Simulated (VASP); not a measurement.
# Rb (Im-3m) in VASP: a series of runs

Runs on Rb. Level: r2SCAN. Tasks: single point.

All numbers are computed with VASP 6.6.1; they aren't measurements. Logs are shortened: lines on timing, memory, paths and dates and some standing lists are left out, and cuts for length are marked.

**1. The cell of the first run**

The structure is cubic, space group Im-3m (No. 229). The conventional cell has a = 5.735 Å, b = 5.735 Å, c = 5.735 Å, α = 90.00°, β = 90.00°, γ = 90.00°.

**2. Single point, r2SCAN**

Contents of POSCAR:

```
Rb
1.0
   -2.8677202310      2.8677202310      2.8677202310
    2.8677202310     -2.8677202310      2.8677202310
    2.8677202310      2.8677202310     -2.8677202310
Rb
1
Direct
    0.0000000000      0.0000000000      0.0000000000
```

Contents of INCAR.step1:

```
ALGO     = Normal         # electronic algorithm
EDIFF    = 1E-4           # SCF threshold, eV
ENCUT    = 520            # plane-wave cutoff, eV
GGA      = PE             # functional
ISMEAR   = 0              # smearing method
LASPH    = T              # aspherical terms in the spheres
LCHARG   = F              # write CHGCAR
LREAL    = F              # projectors in reciprocal space
LWAVE    = T              # write WAVECAR
NBANDS   = 10             # bands
NELM     = 100            # most SCF steps
PREC     = Accurate       # precision mode
SIGMA    = 0.01           # smearing width, eV
```

Contents of INCAR.step2:

```
ALGO     = Normal         # electronic algorithm
EDIFF    = 1E-6           # SCF threshold, eV
ENCUT    = 520            # plane-wave cutoff, eV
ISIF     = 2              # what is computed and relaxed
ISMEAR   = 0              # smearing method
ISTART   = 1            
LASPH    = T              # aspherical terms in the spheres
LCHARG   = F              # write CHGCAR
LMIXTAU  = T            
LREAL    = F              # projectors in reciprocal space
LWAVE    = F              # write WAVECAR
METAGGA  = R2SCAN         # meta-GGA
NBANDS   = 10             # bands
NELM     = 100            # most SCF steps
PREC     = Accurate       # precision mode
SIGMA    = 0.01           # smearing width, eV
```

Contents of KPOINTS:

```
k-points
0
Gamma
  8 8 8
```

Potentials or basis: VASP PAW PBE potentials, release 64 (Rb_sv).

On the command line:

```sh
$ cat potpaw_PBE.64/Rb_sv/POTCAR > POTCAR
$ cp INCAR.step1 INCAR
$ mpirun -np 1 vasp_std > vasp.out
$ cp INCAR.step2 INCAR
$ mpirun -np 1 vasp_std > vasp.out
```

OUTCAR:

```text
EDIFF = 1E-6
   ENCUT = 520
   ISIF = 2
   ISMEAR = 0
   ISTART = 1
   LASPH = T
   LREAL = F
   METAGGA = R2SCAN
   NELM = 100
   PREC = Accurate

 ion  position               nearest neighbor table
   1  0.000  0.000  0.000-

  LATTYP: Found a body centered cubic cell.
 ALAT       =     5.7354404620

  Lattice vectors:

 A1 = (  -2.8677202310,   2.8677202310,   2.8677202310)
 A2 = (   2.8677202310,  -2.8677202310,   2.8677202310)
 A3 = (   2.8677202310,   2.8677202310,  -2.8677202310)

Analysis of symmetry for initial positions (statically):
=====================================================================
 Subroutine PRICEL returns:
 Original cell was already a primitive cell.

 Routine SETGRP: Setting up the symmetry group for a
 body centered cubic supercell.

 Subroutine GETGRP returns: Found 48 space group operations
 (whereof 48 operations were pure point group operations)
 out of a pool of 48 trial point group operations.

The static configuration has the point symmetry O_h .

Analysis of symmetry for dynamics (positions and initial velocities):
=====================================================================
 Subroutine PRICEL returns:
 Original cell was already a primitive cell.

 Routine SETGRP: Setting up the symmetry group for a
 body centered cubic supercell.

 Subroutine GETGRP returns: Found 48 space group operations
 (whereof 48 operations were pure point group operations)
 out of a pool of 48 trial point group operations.

The dynamic configuration has the point symmetry O_h .

 Subroutine INISYM returns: Found 48 space group operations
 (whereof 48 operations are pure point group operations),
 and found     1 'primitive' translations

----------------------------------------------------------------------------------------

                                     Primitive cell

  volume of cell :      94.3345

  direct lattice vectors                    reciprocal lattice vectors
    -2.867720231  2.867720231  2.867720231     0.000000000  0.174354525  0.174354525
     2.867720231 -2.867720231  2.867720231     0.174354525  0.000000000  0.174354525
     2.867720231  2.867720231 -2.867720231     0.174354525  0.174354525  0.000000000

  length of vectors
     4.967037142  4.967037142  4.967037142     0.246574535  0.246574535  0.246574535

  position of ions in fractional coordinates (direct lattice)
     0.000000000  0.000000000  0.000000000

  ion indices of the primitive-cell ions
   primitive index   ion index
                 1           1

----------------------------------------------------------------------------------------

 KPOINTS: k-points

Automatic generation of k-mesh.
 Grid dimensions read from file:
 generate k-points for:    8    8    8

 Generating k-lattice:

  Cartesian coordinates                     Fractional coordinates (reciprocal lattice)
     0.000000000  0.021794316  0.021794316     0.125000000  0.000000000  0.000000000
     0.021794316  0.000000000  0.021794316     0.000000000  0.125000000  0.000000000
     0.021794316  0.021794316  0.000000000     0.000000000  0.000000000  0.125000000

  Length of vectors
     0.030821817  0.030821817  0.030821817

  Shift w.r.t. Gamma in fractional coordinates (k-lattice)
     0.000000000  0.000000000  0.000000000

 Subroutine IBZKPT returns following result:
 ===========================================

 Found     29 irreducible k-points:

 Following reciprocal coordinates:
            Coordinates               Weight
  0.000000  0.000000  0.000000      1.000000
  0.125000  0.000000  0.000000     12.000000
  0.250000  0.000000  0.000000     12.000000
  0.375000  0.000000  0.000000     12.000000
  0.500000  0.000000  0.000000      6.000000
  0.125000  0.125000  0.000000     24.000000
[... 16 lines left out ...]
 -0.250000  0.250000  0.250000      6.000000
 -0.375000  0.375000  0.250000     24.000000
 [... further k-points ...]
   k-points           NKPTS =     29   k-points in BZ     NKDIM =     29   number of bands    NBANDS=     10
   number of dos      NEDOS =    301   number of ions     NIONS =      1
   total plane-waves  NPLWV =  64000
   dimension x,y,z NGX =    40 NGY =   40 NGZ =   40
   dimension x,y,z NGXF=    80 NGYF=   80 NGZF=   80
   ions per type =               1
   NGX,Y,Z   is equivalent  to a cutoff of  13.39, 13.39, 13.39 a.u.
   NGXF,Y,Z  is equivalent  to a cutoff of  26.78, 26.78, 26.78 a.u.
 SYSTEM =  unknown system
   PREC   = accura    normal or accurate (medium, high low for compatibility)
   ISTART =      1    job   : 0-new  1-cont  2-samecut
   ICHARG =      0    charge: 1-file 2-atom 10-const
   ISPIN  =      1    spin polarized calculation?
   LNONCOLLINEAR =      F non collinear calculations
   LSORBIT =      F    spin-orbit coupling
   LASPH  =      T    aspherical Exc in radial PAW
   ENCUT  =  520.0 eV  38.22 Ry    6.18 a.u.   9.24  9.24  9.24*2*pi/ulx,y,z
   NELM   =    100;   NELMIN=  2; NELMDL=  0     # of ELM steps
   EDIFF  = 0.1E-05   stopping-criterion for ELM
   LREAL  =      F    real-space projection
   EDIFFG = 0.1E-04   stopping-criterion for IOM
   NSW    =      0    number of steps for IOM
   IBRION =     -1    ionic relax: 0-MD 1-quasi-New 2-CG
   NFREE  =      0    steps in history (QN), initial steepest desc. (CG)
   ISIF   =      2    stress and relaxation
   ISYM   =      2    0-nonsym 1-usesym 2-fastsym
   POTIM  = 0.5000    time-step for ionic-motion
   TEBEG  =    0.0;   TEEND  =   0.0 temperature during run
   PSTRESS=    0.0 pullay stress
   NELECT =       9.0000    total number of electrons
   NUPDOWN=      -1.0000    fix difference up-down
   EMIN   =  10.00;   EMAX   =-10.00  energy-range for DOS
   EFERMI =   0.00;   METHOD = LEGACY
   ISMEAR =     0;   SIGMA  =   0.01  broadening in eV -4-tet -1-fermi 0-gaus
   EFERMI_NEDOS =   21; number of points for ismear=-14 and -15
   IALGO  =     38    algorithm
   IMIX   =      4    mixing-type and parameters
     AMIX     =   0.40;   BMIX     =  1.00
     AMIX_MAG =   1.60;   BMIX_MAG =  1.00
  volume/ion in A,a.u.               =      94.33       636.60
  Fermi-wavevector in a.u.,A,eV,Ry     =   0.748053  1.413615  7.613588  0.559583
  Thomas-Fermi vector in A             =   1.844251
   LORBIT       =      0    0 simple, 1 ext, 2 COOP (PROOUT), +10 PAW based schemes
   METAGGA = R2SCAN    functional components
   LHFCALC =     F    Hartree Fock is set to
   AEXX    =    0.0000 exact exchange contribution
   IVDW    =     0    specifies the selected vdW correction
   LEPSILON=     F    determine dielectric tensor
   LRPA    =     F    only Hartree local field effects (RPA)
 non-spin polarized calculation
 Gauss-broadening in eV      SIGMA  =   0.01
  energy-cutoff  :      520.00
  volume of cell :       94.33
 maximum number of plane-waves:      2556
 NGX is ok and might be reduce to    40
   NGX = 19   NGY = 19   NGZ = 19

 number of electron       9.0000000 magnetization

 Free energy of the ion-electron system (eV)
  ---------------------------------------------------
  ext. energy  EPLUGINS =         0.00000000
  ---------------------------------------------------
  free energy    TOTEN  =       -13.91171118 eV

  energy without entropy =      -13.91136944  energy(sigma->0) =      -13.91154031

 E-fermi :   0.0852     XC(G=0):  -5.6345

 val. band max:       -0.0319781770   @ k =   0.2500   0.2500   0.0000
 cond. band min:       0.0941001325   @ k =  -0.3750   0.3750   0.2500
 fundamental gap:      0.1260783095
 Fermi energy:         0.0852159223

 k-point     1 :       0.0000    0.0000    0.0000
  band No.  band energies     occupation
      1     -30.1073      2.00000
      2     -13.5997      2.00000
      3     -13.5997      2.00000
      4     -13.5997      2.00000
      5      -2.0553      2.00000
      6       4.0689      0.00000
      7       4.0689      0.00000
      8       4.0689      0.00000
      9       5.0265      0.00000
     10       5.0265      0.00000

 k-point     2 :       0.1250    0.0000    0.0000
  band No.  band energies     occupation
      1     -30.1068      2.00000
      2     -13.6127      2.00000
      3     -13.6038      2.00000
      4     -13.5997      2.00000
      5      -1.8666      2.00000
      6       3.6811      0.00000
      7       3.7951      0.00000
      8       4.2392      0.00000
      9       4.7469      0.00000
     10       4.9384      0.00000

 k-point     3 :       0.2500    0.0000    0.0000
  band No.  band energies     occupation
      1     -30.1054      2.00000
      2     -13.6436      2.00000
      3     -13.6139      2.00000
      4     -13.5997      2.00000
      5      -1.3244      2.00000
      6       2.6549      0.00000
      7       3.3227      0.00000
      8       4.7387      0.00000
      9       4.8458      0.00000
     10       4.8827      0.00000

 k-point     4 :       0.3750    0.0000    0.0000
  band No.  band energies     occupation
      1     -30.1040      2.00000
      2     -13.6740      2.00000
      3     -13.6239      2.00000
      4     -13.5998      2.00000
      5      -0.5018      2.00000
      6       1.5875      0.00000
      7       2.9767      0.00000
      8       4.8520      0.00000
      9       5.0592      0.00000
     10       5.5296      0.00000
[... 222 lines left out ...]
 k-point    22 :       0.2500    0.2500    0.2500
  band No.  band energies     occupation
      1     -30.1033      2.00000
      2     -13.6420      2.00000
      3     -13.6420      2.00000
      4     -13.6420      2.00000
      5       1.3223      0.00000
      6       1.3223      0.00000
      7       1.3223      0.00000
      8       3.0654      0.00000
      9       5.8082      0.00000
     10       5.8082      0.00000

 k-point    23 :      -0.2500    0.2500    0.2500
  band No.  band energies     occupation
      1     -30.1037      2.00000
      2     -13.6450      2.00000
      3     -13.6292      2.00000
      4     -13.6292      2.00000
      5      -0.6523      2.00000
      6       2.4931      0.00000
      7       3.2977      0.00000
      8       3.2977      0.00000
      9       4.8660      0.00000
     10       4.9730      0.00000

 k-point    24 :      -0.3750    0.3750    0.2500
  band No.  band energies     occupation
      1     -30.1025      2.00000
      2     -13.6640      2.00000
      3     -13.6400      2.00000
      4     -13.6316      2.00000
      5       0.0941      0.20896
      6       1.7890      0.00000
      7       3.1764      0.00000
      8       3.1875      0.00000
      9       4.3776      0.00000
     10       5.5773      0.00000

 [... further k-points ...]

------------------------ aborting loop because EDIFF is reached ----------------------------------------

  FORCE on cell =-STRESS in cart. coord.  units (eV):
  Direction    XX          YY          ZZ          XY          YZ          ZX
  --------------------------------------------------------------------------------------
  -------------------------------------------------------------------------------------
  Total        0.0163534      0.0163534      0.0163534      0.0000000     -0.0000000      0.0000000
  in kB        0.2777461      0.2777461      0.2777461      0.0000000     -0.0000000      0.0000000
  external PRESSURE =       0.2777461 kB  Pullay stress =       0.0000000 kB

 VOLUME and BASIS-vectors are now :
 -----------------------------------------------------------------------------
  energy-cutoff  :      520.00
  volume of cell :       94.33
      direct lattice vectors                 reciprocal lattice vectors
    -2.867720231  2.867720231  2.867720231     0.000000000  0.174354525  0.174354525
     2.867720231 -2.867720231  2.867720231     0.174354525  0.000000000  0.174354525
     2.867720231  2.867720231 -2.867720231     0.174354525  0.174354525  0.000000000

 POSITION                                       TOTAL-FORCE (eV/Angst)
 -----------------------------------------------------------------------------------
      0.00000      0.00000      0.00000        -0.000000     -0.000000      0.000000
 -----------------------------------------------------------------------------------
    total drift:                               -0.000000      0.000000     -0.000000

  FREE ENERGIE OF THE ION-ELECTRON SYSTEM (eV)
  ---------------------------------------------------
  free  energy   TOTEN  =       -13.9117111822 eV

  energy  without entropy=      -13.9113694368  energy(sigma->0) =      -13.91154031
```

It took 56 s on 1 thread of Intel Xeon 6975P-C (Granite Rapids), shared host; peak memory 0.25 GiB.

Results:

| Quantity | Value |
| --- | --- |
| Free energy | -13.9117 eV |
| Pressure | 0.0 GPa |
| Band gap on the k mesh | zero (an odd number of electrons rules out a gap without spin polarisation) |

Levels at points of the mesh, in eV from the Fermi level:
```tsv
k point	band 2	band 3	band 4	band 5	band 6	band 7
(0.00, 0.00, 0.00)	-13.68	-13.68	-13.68	-2.14	3.98	3.98
(0.50, 0.00, 0.00)	-13.77	-13.71	-13.69	0.26	0.60	2.77
(0.50, 0.50, 0.50)	-13.75	-13.75	-13.75	1.25	1.25	3.33
```

Caveat: the PAW data sets were made with another functional, which shifts forces and pressure a little.

**3. Single point, r2SCAN**

POSCAR is that of step 2.

Contents of INCAR.step1:

```
PREC = Accurate ; ENCUT = 520
ISMEAR = 0 ; SIGMA = 0.03
LREAL = F ; LASPH = T
NELM = 100 ; NBANDS = 10
GGA = PE ; ALGO = Normal
EDIFF = 1E-4 ; LWAVE = T
LCHARG = F
```

Contents of INCAR.step2:

```
PREC = Accurate ; ENCUT = 520
EDIFF = 1E-6 ; ISMEAR = 0
SIGMA = 0.03 ; LREAL = F
LASPH = T ; NELM = 100
ALGO = Normal ; ISIF = 2
LWAVE = F ; LCHARG = F
METAGGA = R2SCAN ; LMIXTAU = T
NBANDS = 10 ; ISTART = 1
```

Contents of KPOINTS:

```
Automatic mesh
0
Gamma
  8 8 8
```

Potentials or basis: VASP PAW PBE potentials, release 64 (Rb_sv).

On the command line:

```sh
$ cat potpaw_PBE.64/Rb_sv/POTCAR > POTCAR
$ cp INCAR.step1 INCAR
$ mpirun -np 1 vasp_std > vasp.out
$ cp INCAR.step2 INCAR
$ mpirun -np 1 vasp_std > vasp.out
```

OUTCAR:

```text
PREC = Accurate
   ENCUT = 520
   EDIFF = 1E-6
   ISMEAR = 0
   LREAL = F
   LASPH = T
   NELM = 100
   ISIF = 2
   METAGGA = R2SCAN
   ISTART = 1

 ion  position               nearest neighbor table
   1  0.000  0.000  0.000-

  LATTYP: Found a body centered cubic cell.
 ALAT       =     5.7354404620

  Lattice vectors:

 A1 = (  -2.8677202310,   2.8677202310,   2.8677202310)
 A2 = (   2.8677202310,  -2.8677202310,   2.8677202310)
[... 490 lines left out ...]
      8       3.1875      0.00000
      9       4.3776      0.00000
     10       5.5772      0.00000

 [... further k-points ...]

------------------------ aborting loop because EDIFF is reached ----------------------------------------

  FORCE on cell =-STRESS in cart. coord.  units (eV):
  Direction    XX          YY          ZZ          XY          YZ          ZX
  --------------------------------------------------------------------------------------
  -------------------------------------------------------------------------------------
  Total        0.0164139      0.0164139      0.0164139      0.0000000      0.0000000      0.0000000
  in kB        0.2787732      0.2787732      0.2787732      0.0000000      0.0000000      0.0000000
  external PRESSURE =       0.2787732 kB  Pullay stress =       0.0000000 kB

 VOLUME and BASIS-vectors are now :
 -----------------------------------------------------------------------------
  energy-cutoff  :      520.00
  volume of cell :       94.33
      direct lattice vectors                 reciprocal lattice vectors
    -2.867720231  2.867720231  2.867720231     0.000000000  0.174354525  0.174354525
     2.867720231 -2.867720231  2.867720231     0.174354525  0.000000000  0.174354525
     2.867720231  2.867720231 -2.867720231     0.174354525  0.174354525  0.000000000

 POSITION                                       TOTAL-FORCE (eV/Angst)
 -----------------------------------------------------------------------------------
      0.00000      0.00000      0.00000         0.000000     -0.000000      0.000000
 -----------------------------------------------------------------------------------
    total drift:                                0.000000      0.000000     -0.000000

  FREE ENERGIE OF THE ION-ELECTRON SYSTEM (eV)
  ---------------------------------------------------
  free  energy   TOTEN  =       -13.9123948501 eV

  energy  without entropy=      -13.9113691899  energy(sigma->0) =      -13.91188202
```

OUTCAR.step1:

```text
PREC = Accurate
   ENCUT = 520
   ISMEAR = 0
   LREAL = F
   LASPH = T
[... 528 lines left out ...]

 POSITION                                       TOTAL-FORCE (eV/Angst)
 -----------------------------------------------------------------------------------
      0.00000      0.00000      0.00000        -0.000000     -0.000000      0.000000
 -----------------------------------------------------------------------------------
    total drift:                               -0.000000      0.000000     -0.000000

  FREE ENERGIE OF THE ION-ELECTRON SYSTEM (eV)
  ---------------------------------------------------
  free  energy   TOTEN  =        -0.9289507290 eV

  energy  without entropy=       -0.9280199852  energy(sigma->0) =       -0.92848536
```

OSZICAR.step1:

```text
N       E                     dE             d eps       ncg     rms          rms(c)
DAV:   1     0.428211996918E+02    0.42821E+02   -0.32578E+03   580   0.644E+02
DAV:   2     0.201452164073E+01   -0.40807E+02   -0.39781E+02   646   0.120E+02
DAV:   3    -0.804140560992E+00   -0.28187E+01   -0.28082E+01   818   0.322E+01
DAV:   4    -0.925143599496E+00   -0.12100E+00   -0.12097E+00   776   0.575E+00
DAV:   5    -0.927069200827E+00   -0.19256E-02   -0.19256E-02   810   0.726E-01    0.118E+00
DAV:   6    -0.927813809999E+00   -0.74461E-03   -0.21989E-03   808   0.259E-01    0.707E-01
DAV:   7    -0.928814234117E+00   -0.10004E-02   -0.29526E-03   670   0.313E-01    0.454E-02
DAV:   8    -0.928935446608E+00   -0.12121E-03   -0.10448E-04   666   0.781E-02    0.226E-02
DAV:   9    -0.928950728972E+00   -0.15282E-04   -0.14659E-05   338   0.311E-02
   1 F= -.92895073E+00 E0= -.92848536E+00  d E =-.930744E-03
```

Wall time 60 s (1 thread of Intel Xeon 6975P-C (Granite Rapids), shared host); peak memory 0.25 GiB.

What came out:

```
Free energy            : -13.9124 eV
Pressure               : 0.0 GPa
Band gap on the k mesh : zero (an odd number of electrons rules out a gap without spin polarisation)
```

Caveat: the PAW data sets were made with another functional, which shifts forces and pressure a little.

The gap in the log of VASP goes by the Fermi energy; the results here count the filled bands.